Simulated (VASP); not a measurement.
Here is a VASP 6.6.1 calculation.

INCAR

```
SYSTEM = BaMg6Cd
PREC     = Accurate       ! precision mode
ENCUT    = 520            ! plane-wave cutoff, eV
EDIFF    = 1E-7           ! SCF threshold, eV
ISMEAR   = 0              ! smearing method
SIGMA    = 0.1            ! smearing width, eV
LREAL    = .False.        ! projectors in reciprocal space
LASPH    = .True.         ! aspherical terms in the spheres
NELM     = 80             ! most SCF steps
ALGO     = Fast           ! electronic algorithm
ISIF     = 2              ! what is computed and relaxed
LWAVE    = .False.        ! write WAVECAR
LCHARG   = .False.        ! write CHGCAR
GGA      = PE             ! functional
NBANDS   = 27             ! bands
```

File KPOINTS:

```
regular mesh
0
Gamma
  8 6 6
  0 0 0
```

Contents of POSCAR:

```
BaMg6Cd
1.0
    5.1701530000      0.0000000000      0.0000000000
    0.0000000000      3.5313585000      6.0584070000
    0.0000000000     -3.5313585000      6.0584070000
Ba Mg Cd
1 6 1
Direct
    0.0000000000      0.8308520000      0.8308520000
    0.0000000000      0.3370940000      0.8222560000
    0.0000000000      0.8222560000      0.3370940000
    0.0000000000      0.3403350000      0.3403350000
    0.5000000000      0.2053990000      0.6502550000
    0.5000000000      0.6502550000      0.2053990000
    0.5000000000      0.1668940000      0.1668940000
    0.5000000000      0.6469150000      0.6469150000
```

Potentials or basis: VASP PAW PBE potentials, release 64 (Ba_sv, Mg, Cd).

Launch:

```console
$ cat potpaw_PBE.64/Ba_sv/POTCAR potpaw_PBE.64/Mg/POTCAR potpaw_PBE.64/Cd/POTCAR > POTCAR
$ mpirun -np 1 vasp_std > vasp.out
```

Problem. What does it give for the largest force?

Solution. 0.080 eV/Å.

Problem. What does it give for the band gap on the k mesh?

Solution. Zero (bands 17 and 18 overlap by 1.55 eV).

Problem. Estimate the pressure.

Solution. 0.0 GPa.

Stress tensor (GPa, compression positive):
```
 0.27  0.00  0.00
 0.00 -0.16  0.00
 0.00  0.00 -0.02
```

Caveat: spin-orbit coupling is left out, which moves the levels of the heavy elements.
